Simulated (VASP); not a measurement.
**Ga24CN23 (a cell with a defect): single point with PBE**

System: Ga24CN23 (a cell with a defect).

```
Ga C N
1.0
     3.21843   -5.57448   -5.24303
    -6.43686    0.00000   -5.24303
     3.21843    5.57448   -5.24303
Ga C N
24 1 23
Direct
  0.33478 0.50145 0.16812
  0.00043 0.16709 0.83376
  0.66698 0.33370 0.00013
  0.16679 0.83365 0.00036
  0.16703 0.33346 0.50032
  0.83290 0.00010 0.16782
  0.49920 0.66769 0.83204
  0.83343 0.50115 0.66624
  0.50102 0.16537 0.33254
  0.33449 0.99957 0.66677
  0.99871 0.66587 0.33435
  0.66488 0.83154 0.49821
  0.66482 0.50235 0.33387
  0.33399 0.16806 0.00000
  0.00139 0.33333 0.16732
  0.50053 0.83149 0.16901
  0.50086 0.33490 0.66577
  0.16823 0.99910 0.33419
  0.83243 0.66752 0.00156
  0.16667 0.50065 0.83473
  0.83451 0.16692 0.50064
  0.66730 0.00118 0.83358
  0.33568 0.66720 0.49816
  0.00025 0.83397 0.66785
  0.54088 0.70755 0.37422
  0.20825 0.37491 0.04158
  0.87633 0.53918 0.20676
  0.37343 0.04300 0.20585
  0.37251 0.54009 0.70967
  0.04228 0.20704 0.37484
  0.70901 0.87673 0.03926
  0.04037 0.70817 0.87561
  0.71006 0.37259 0.54234
  0.54150 0.20894 0.87370
  0.20593 0.87567 0.54340
  0.87525 0.04191 0.70858
  0.54138 0.37166 0.20647
  0.20803 0.04186 0.87465
  0.87520 0.20798 0.04136
  0.37314 0.70804 0.03832
  0.37517 0.20785 0.54089
  0.04118 0.87423 0.20850
  0.70756 0.54183 0.87452
  0.04131 0.37469 0.70853
  0.70990 0.04353 0.37551
  0.54217 0.87657 0.71020
  0.20499 0.53981 0.37471
  0.87686 0.70884 0.54324
```

```json
{
  "Program": "VASP 6.6.1",
  "Task": "single point",
  "Functional": "PBE",
  "Potentials or basis": "VASP PAW PBE potentials, release 64 (Ga_d, C, N)",
  "Cutoff": "520 eV",
  "k mesh": "2 × 2 × 2, shifted",
  "Occupations": "gaussian, width 0.01 eV",
  "Spin": "no spin polarisation",
  "Dipole correction": "no",
  "Charge": "-1",
  "Further INCAR settings": "LREAL = Auto; ALGO = Normal; EDIFF = 1e-07; NBANDS = 246; NELECT = 432.0"
}
```

| Item | Value |
| --- | --- |
| Largest force | 0.037 eV/Å |

Forces in eV/Å, atoms in the order of the input:
```
Ga   0.000  0.000  0.003
Ga   0.000  0.000  0.015
Ga  -0.003  0.003  0.011
Ga   0.004  0.001  0.011
Ga  -0.001 -0.004  0.011
Ga   0.004  0.002  0.012
Ga  -0.002  0.000  0.011
Ga  -0.003  0.002  0.012
Ga   0.000 -0.002  0.011
Ga   0.000 -0.004  0.012
Ga   0.001  0.001  0.011
Ga   0.000  0.000  0.037
Ga  -0.030  0.017 -0.006
Ga   0.000 -0.001  0.004
Ga   0.000  0.000  0.004
Ga   0.030  0.018 -0.006
Ga   0.000 -0.001  0.003
Ga   0.001  0.000  0.003
Ga  -0.001  0.000  0.003
Ga   0.000  0.000  0.004
Ga   0.000  0.000  0.009
Ga  -0.001  0.000  0.009
Ga   0.000 -0.035 -0.006
Ga   0.000  0.001  0.009
C    0.000  0.000  0.005
N    0.000  0.000 -0.006
N    0.006 -0.007 -0.007
N   -0.009 -0.001 -0.007
N    0.003  0.009 -0.007
N   -0.002  0.000 -0.007
N   -0.005 -0.006 -0.009
N    0.001 -0.001 -0.007
N    0.008 -0.001 -0.009
N    0.001  0.001 -0.007
N   -0.003  0.007 -0.009
N    0.000  0.000 -0.010
N    0.007 -0.004 -0.004
N   -0.002  0.001 -0.007
N    0.000 -0.002 -0.007
N   -0.007 -0.004 -0.004
N    0.000  0.003 -0.006
N   -0.002 -0.001 -0.006
N    0.002 -0.001 -0.006
N    0.002  0.001 -0.007
N   -0.002 -0.001 -0.017
N    0.000  0.002 -0.017
N    0.000  0.008 -0.004
N    0.002 -0.001 -0.017
```

Levels at points of the mesh, in eV from the Fermi level:
| k point | band 212 | band 213 | band 214 | band 215 | band 216 | band 217 | band 218 | band 219 | band 220 | band 221 |
| --- | --- | --- | --- | --- | --- | --- | --- | --- | --- | --- |
| (0.25, 0.25, 0.25) | -0.84 | -0.78 | -0.47 | -0.14 | -0.11 | 2.78 | 3.89 | 3.91 | 3.92 | 4.05 |

Wall time 16 min on 1 thread of Intel(R) Xeon(R) Platinum 8488C (Sapphire Rapids), on a shared host, peak memory 0.67 GiB.

Caveat: the cell carries a net charge on a neutralising background, which shifts energy and pressure; the cell is charged against a uniform background, so pressure and absolute levels hang on convention.
